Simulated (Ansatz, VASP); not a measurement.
TiCo in VASP and in Ansatz

```
CELL_PARAMETERS angstrom
2.92464 0.00000 0.00000
0.00000 2.92464 0.00000
0.00000 0.00000 2.92464
ATOMIC_POSITIONS crystal
Ti 0.00000 0.00000 0.00000
Co 0.50000 0.50000 0.50000
```

Alike in both runs: task single point; functional PBE; k mesh 14 × 14 × 14; occupations gaussian, width 0.1 eV; collinear spin.

|  | VASP | Ansatz |
| --- | --- | --- |
| version | VASP 6.6.1 | Ansatz 0.2.0 |
| potentials or method | VASP PAW PBE potentials, release 64 (Ti_sv, Co), cutoff 520 eV | scalar-relativistic, plane waves, PAW |
| valence electrons in the cell | 21 | 29 |

Ansatz gave:

| Property | Result |
| --- | --- |
| gap on the k mesh at the Fermi level (eV) | none |
| pressure (GPa) | 11.3 |
| net moment per atom (μB) | 0.39 |
| size of the moment on the site where the two differ most (μB) | 0.83 |

**Question.** Which values does VASP return?

**Answer.** gap on the k mesh at the Fermi level (eV): none; pressure (GPa): 10.2; net moment per atom (μB): 0.37; size of the moment on the site where the two differ most (μB): 0.76.

Site moments also hang on the region over which each program counts them. A gap of «none» marks a metal or a gap that the smearing closes. The functional is the same, so the differences come from potentials, cutoffs and numerics. VASP's potentials hold 21 valence electrons a cell and Ansatz's 29, so a difference there can come from the potentials and not from the codes.
